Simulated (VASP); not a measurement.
# Mg5Te2 (R3m) in VASP: single point with PBE

Aim: the single point of Mg5Te2 with PBE.

Program: VASP 6.6.1. These are calculated values, not measurements. Logs are shortened: lines on timing, memory, paths and dates and some standing lists are left out, and cuts for length are marked.

## (1) The cell of the first run

The structure is trigonal, space group R3m (No. 160). The conventional cell has a = 6.071 Å, b = 6.071 Å, c = 17.183 Å, α = 90.00°, β = 90.00°, γ = 120.00°. Within 3.9 Å of Mg (site symmetry m) lie 3 Te at 2.96 to 3.04 Å and 7 Mg at 2.99 to 3.37 Å. Within 4.7 Å of Mg (site symmetry 3m) lie 9 Mg at 3.35 to 3.51 Å and 9 Te at 3.54 to 4.63 Å. Within 3.7 Å of Mg (site symmetry 3m) lie 4 Te at 2.82 to 3.57 Å and 6 Mg at 3.21 to 3.51 Å. Te (site symmetry 3m) has 9 Mg at 2.96 to 3.57 Å and 1 Te at 3.56 Å within 3.9 Å. Within 3.7 Å of Te (site symmetry 3m) lie 7 Mg at 2.82 to 3.04 Å and 1 Te at 3.56 Å.

The cell was generated, and may not be a known phase.

## (2) Single point, PBE

INCAR reads:

```
SYSTEM = Mg5Te2
ALGO = Normal
EDIFF = 1E-6
ENCUT = 520
GGA = PE
ISIF = 2
ISMEAR = 0
LASPH = .TRUE.
LCHARG = .FALSE.
LREAL = .FALSE.
LWAVE = .FALSE.
NBANDS = 20
NELM = 100
PREC = Accurate
SIGMA = 0.1
```

KPOINTS reads:

```
k-points
0
G
  6 6 6
  0 0 0
```

POSCAR reads:

```
Mg5Te2
1.0
    3.0354141402      1.7524971709      5.7276341167
   -3.0354141402      1.7524971709      5.7276341167
    0.0000000000     -3.5049943419      5.7276341167
Mg Te
5 2
Direct
    0.5321017846      0.0240011858      0.5321017846
    0.0240011858      0.5321017846      0.5321017846
    0.5321017846      0.5321017846      0.0240011858
    0.5275380895      0.5275380895      0.5275380895
    0.8536067689      0.8536067689      0.8536067689
    0.2250151998      0.2250151998      0.2250151998
    0.0180000469      0.0180000469      0.0180000469
```

Potentials or basis: VASP PAW PBE potentials, release 64 (Mg, Te).

Started as:

```console
$ cat potpaw_PBE.64/Mg/POTCAR potpaw_PBE.64/Te/POTCAR > POTCAR
$ mpirun -np 1 vasp_std > vasp.out
```

OUTCAR:

```text
SYSTEM = Mg5Te2
   EDIFF = 1E-6
   ENCUT = 520
   GGA = PE
   ISIF = 2
   ISMEAR = 0
   LASPH = .TRUE.
   LREAL = .FALSE.
   NELM = 100
   PREC = Accurate

 ion  position               nearest neighbor table
   1  0.532  0.024  0.532-   6 2.96   3 2.99   2 2.99   7 3.04   7 3.04   3 3.08   2 3.08   5 3.21
                             4 3.35   4 3.37
   2  0.024  0.532  0.532-   6 2.96   3 2.99   1 2.99   7 3.04   7 3.04   3 3.08   1 3.08   5 3.21
                             4 3.35   4 3.37
   3  0.532  0.532  0.024-   6 2.96   2 2.99   1 2.99   7 3.04   7 3.04   2 3.08   1 3.08   5 3.21
                             4 3.35   4 3.37
   4  0.528  0.528  0.528-   1 3.35   2 3.35   3 3.35   2 3.37   1 3.37   3 3.37   5 3.51   5 3.51
                             5 3.51   6 3.54   6 3.54   6 3.54
   5  0.854  0.854  0.854-   7 2.82   3 3.21   1 3.21   2 3.21   4 3.51   4 3.51   4 3.51   6 3.57
                             6 3.57   6 3.57
   6  0.225  0.225  0.225-   3 2.96   2 2.96   1 2.96   4 3.54   4 3.54   4 3.54   7 3.56   5 3.57
                             5 3.57   5 3.57
   7  0.018  0.018  0.018-   5 2.82   2 3.04   1 3.04   2 3.04   1 3.04   3 3.04   3 3.04   6 3.56

  LATTYP: Found a trigonal (rhomboedric) cell.
 ALAT       =     6.7149667096
 COS(alpha) =     0.5913249037

  Lattice vectors:

 A1 = (   3.0354141402,   1.7524971709,   5.7276341167)
 A2 = (  -3.0354141402,   1.7524971709,   5.7276341167)
 A3 = (   0.0000000000,  -3.5049943419,   5.7276341167)

Analysis of symmetry for initial positions (statically):
=====================================================================
 Subroutine PRICEL returns:
 Original cell was already a primitive cell.

 Routine SETGRP: Setting up the symmetry group for a
 trigonal (rhombohedral) supercell.

 Subroutine GETGRP returns: Found  6 space group operations
 (whereof  6 operations were pure point group operations)
 out of a pool of 12 trial point group operations.

The static configuration has the point symmetry C_3v.

Analysis of symmetry for dynamics (positions and initial velocities):
=====================================================================
 Subroutine PRICEL returns:
 Original cell was already a primitive cell.

 Routine SETGRP: Setting up the symmetry group for a
 trigonal (rhombohedral) supercell.

 Subroutine GETGRP returns: Found  6 space group operations
 (whereof  6 operations were pure point group operations)
 out of a pool of 12 trial point group operations.

The dynamic configuration has the point symmetry C_3v.

 Subroutine INISYM returns: Found  6 space group operations
 (whereof  6 operations are pure point group operations),
[... 108 lines left out ...]
   EDIFFG = 0.1E-04   stopping-criterion for IOM
   NSW    =      0    number of steps for IOM
   IBRION =     -1    ionic relax: 0-MD 1-quasi-New 2-CG
   NFREE  =      0    steps in history (QN), initial steepest desc. (CG)
   ISIF   =      2    stress and relaxation
   ISYM   =      2    0-nonsym 1-usesym 2-fastsym
   POTIM  = 0.5000    time-step for ionic-motion
   TEBEG  =    0.0;   TEEND  =   0.0 temperature during run
   PSTRESS=    0.0 pullay stress
   NELECT =      22.0000    total number of electrons
   NUPDOWN=      -1.0000    fix difference up-down
   EMIN   =  10.00;   EMAX   =-10.00  energy-range for DOS
   EFERMI =   0.00;   METHOD = LEGACY
   ISMEAR =     0;   SIGMA  =   0.10  broadening in eV -4-tet -1-fermi 0-gaus
   EFERMI_NEDOS =   21; number of points for ismear=-14 and -15
   IALGO  =     38    algorithm
   IMIX   =      4    mixing-type and parameters
     AMIX     =   0.40;   BMIX     =  1.00
     AMIX_MAG =   1.60;   BMIX_MAG =  1.00
  volume/ion in A,a.u.               =      26.12       176.24
  Fermi-wavevector in a.u.,A,eV,Ry     =   0.808255  1.527381  8.888364  0.653276
  Thomas-Fermi vector in A             =   1.917027
   LORBIT       =      0    0 simple, 1 ext, 2 COOP (PROOUT), +10 PAW based schemes
   GGA     = PE    functional components
   LHFCALC =     F    Hartree Fock is set to
   AEXX    =    0.0000 exact exchange contribution
   IVDW    =     0    specifies the selected vdW correction
   LEPSILON=     F    determine dielectric tensor
   LRPA    =     F    only Hartree local field effects (RPA)
 non-spin polarized calculation
 Gauss-broadening in eV      SIGMA  =   0.10
  energy-cutoff  :      520.00
  volume of cell :      182.81
 maximum number of plane-waves:      4948
 NGX is ok and might be reduce to    50
   NGX = 25   NGY = 25   NGZ = 25

 number of electron      21.9999999 magnetization

 Free energy of the ion-electron system (eV)
  ---------------------------------------------------
  ext. energy  EPLUGINS =         0.00000000
  ---------------------------------------------------
  free energy    TOTEN  =       -15.41264812 eV

  energy without entropy =      -15.40455990  energy(sigma->0) =      -15.40860401

 E-fermi :   4.1051     XC(G=0):  -8.6860

 val. band max:        4.0910321674   @ k =   0.3333   0.3333   0.3333
 cond. band min:       4.1728138850   @ k =   0.5000   0.1667   0.1667
 fundamental gap:      0.0817817176
 Fermi energy:         4.1050728191

 k-point     1 :       0.0000    0.0000    0.0000
  band No.  band energies     occupation
      1      -7.9550      2.00000
      2      -6.6161      2.00000
      3      -0.2751      2.00000
      4      -0.1080      2.00000
      5       0.1881      2.00000
      6       0.1881      2.00000
[... 541 lines left out ...]
     19       8.0785      0.00000
     20       8.3387      0.00000

 [... further k-points ...]
[... 5 lines left out ...]
  --------------------------------------------------------------------------------------
  -------------------------------------------------------------------------------------
  Total       -0.0859781     -0.0859781     -0.0539685      0.0000000      0.0000000      0.0000000
  in kB       -0.7535228     -0.7535228     -0.4729873      0.0000000      0.0000000      0.0000000
  external PRESSURE =      -0.6600110 kB  Pullay stress =       0.0000000 kB

 VOLUME and BASIS-vectors are now :
 -----------------------------------------------------------------------------
  energy-cutoff  :      520.00
  volume of cell :      182.81
      direct lattice vectors                 reciprocal lattice vectors
     3.035414140  1.752497171  5.727634117     0.164722169  0.095102388  0.058197386
    -3.035414140  1.752497171  5.727634117    -0.164722169  0.095102388  0.058197386
     0.000000000 -3.504994342  5.727634117     0.000000000 -0.190204777  0.058197386

 POSITION                                       TOTAL-FORCE (eV/Angst)
 -----------------------------------------------------------------------------------
      1.54230     -0.89044      6.23284         0.002150     -0.001241      0.006041
     -1.54230     -0.89044      6.23284        -0.002150     -0.001241      0.006041
      0.00000      1.78089      6.23284        -0.000000      0.002482      0.006041
      0.00000     -0.00000      9.06464        -0.000000     -0.000000      0.000198
      0.00000     -0.00000     14.66744        -0.000000      0.000000     -0.008900
      0.00000     -0.00000      3.86641        -0.000000      0.000000     -0.010693
      0.00000     -0.00000      0.30929        -0.000000     -0.000000      0.001273
 -----------------------------------------------------------------------------------
    total drift:                                0.000000      0.000000     -0.000480

  FREE ENERGIE OF THE ION-ELECTRON SYSTEM (eV)
  ---------------------------------------------------
  free  energy   TOTEN  =       -15.4126481221 eV

  energy  without entropy=      -15.4045599012  energy(sigma->0) =      -15.40860401
```

stdout:

```text
POSCAR found type information on POSCAR MgTe
 POSCAR found :  2 types and       7 ions
 scaLAPACK will be used
 LDA part: xc-table for (Slater+PW92), standard interpolation
 POSCAR, INCAR and KPOINTS ok, starting setup
 FFT: planning ... GRIDC
 FFT: planning ... GRID_SOFT
 FFT: planning ... GRID
 WAVECAR not read
 entering main loop
```

It took 80 s on 1 thread of Intel Xeon 6975P-C (Granite Rapids), shared host; peak memory 0.4 GiB.

Results:

- Free energy: -15.4126 eV
- Pressure: -0.1 GPa
- Largest force: 0.011 eV/Å
- Band gap on the k mesh: zero (bands 11 and 12 overlap by 0.82 eV)

Forces on the atoms (eV/Å):
```
Mg   0.002 -0.001  0.006
Mg  -0.002 -0.001  0.006
Mg   0.000  0.002  0.006
Mg   0.000  0.000  0.000
Mg   0.000  0.000 -0.009
Te   0.000  0.000 -0.011
Te   0.000  0.000  0.001
```

Caveat: spin-orbit coupling is left out, which moves the levels of the heavy elements.

The gap in the log of VASP goes by the Fermi energy; the results here count the filled bands.